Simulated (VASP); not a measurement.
Input of a VASP 6.6.1 run:

INCAR

```
SYSTEM = SiC
PREC     = Accurate       ! precision mode
ENCUT    = 600            ! plane-wave cutoff, eV
EDIFF    = 1E-7           ! SCF threshold, eV
ISMEAR   = 0              ! smearing method
SIGMA    = 0.05           ! smearing width, eV
LREAL    = .FALSE.        ! projectors in reciprocal space
LASPH    = .TRUE.         ! aspherical terms in the spheres
NELM     = 120            ! most SCF steps
ALGO     = Normal         ! electronic algorithm
ISIF     = 4              ! what is computed and relaxed
LWAVE    = .FALSE.        ! write WAVECAR
LCHARG   = .FALSE.        ! write CHGCAR
GGA      = PE             ! functional
IBRION   = 2              ! ionic algorithm
NSW      = 60             ! ionic steps
EDIFFG   = -0.01          ! ionic threshold
GGA_COMPAT= .FALSE.      
NELMIN   = 4
```

The input KPOINTS:

```
regular mesh
0
G
  14 14 8
  0 0 0
```

POSCAR

```
SiC
1.0
    3.0760000000      0.0000000000      0.0000000000
   -1.5380000000      2.6638941420      0.0000000000
    0.0000000000      0.0000000000      5.0480000000
Si C
2 2
Direct
    0.3333333333      0.6666666667      0.0000000000
    0.6666666667      0.3333333333      0.5000000000
    0.3333333333      0.6666666667      0.3850000000
    0.6666666667      0.3333333333      0.8850000000
```

Potentials or basis: VASP PAW PBE potentials, release 64 (Si, C).

Launch:

```bash
$ cat potpaw_PBE.64/Si/POTCAR potpaw_PBE.64/C/POTCAR > POTCAR
$ mpirun -np 1 vasp_std > vasp.out
```

Estimate the band gap on the k mesh.

2.36 eV (least direct gap 3.97 eV).

Step by step:
| step | energy change (eV) | largest force (eV/Å) | pressure (GPa) | volume (Å³) |
| --- | --- | --- | --- | --- |
| 1 | 0.0000 | 0.7526 | 3.50 | 41.36 |
| 2 | -0.0035 | 0.6851 | 3.47 | 41.36 |
| 3 | -0.0332 | 0.0684 | 3.20 | 41.36 |
| 4 | -0.0361 | 0.0113 | 3.23 | 41.36 |
| 5 | -0.0362 | 0.0007 | 3.22 | 41.36 |

A k mesh can miss the band edges.
